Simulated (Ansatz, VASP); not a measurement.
# Bi in VASP and in Ansatz

```
Bi
1.0
     2.26540    1.30793    3.94078
    -2.26540    1.30793    3.94078
     0.00000   -2.61586    3.94078
Bi
2
Direct
  0.23389 0.23389 0.23389
  0.76611 0.76611 0.76611
```

Change from the starting cell: volume scaled by 0.99.

Alike in both runs: task single point; functional PBEsol; k mesh 10 × 10 × 10; occupations fermi-dirac, width 0.03 eV; no spin polarisation.

```csv
,VASP,Ansatz
version,VASP 6.6.1,Ansatz 0.2.0
potentials or method,"VASP PAW PBE potentials, release 64 (Bi_d), cutoff 520 eV","all-electron LAPW, scalar-relativistic"
```

Ansatz gave:

| Item | Value |
| --- | --- |
| pressure (GPa) | -0.2 |
| rms of the force components (eV/Å) | 0.092 |

**Question.** Which values does VASP return?

**Answer.** Pressure (GPa): -0.2; rms of the force components (eV/Å): 0.095.

VASP's potentials were made for PBE, not for PBEsol. Atom by atom the forces differ by 0.003 eV/Å (rms over components). Ansatz ran all-electron here, and VASP with PAW potentials.

Neither program's run includes spin-orbit coupling.
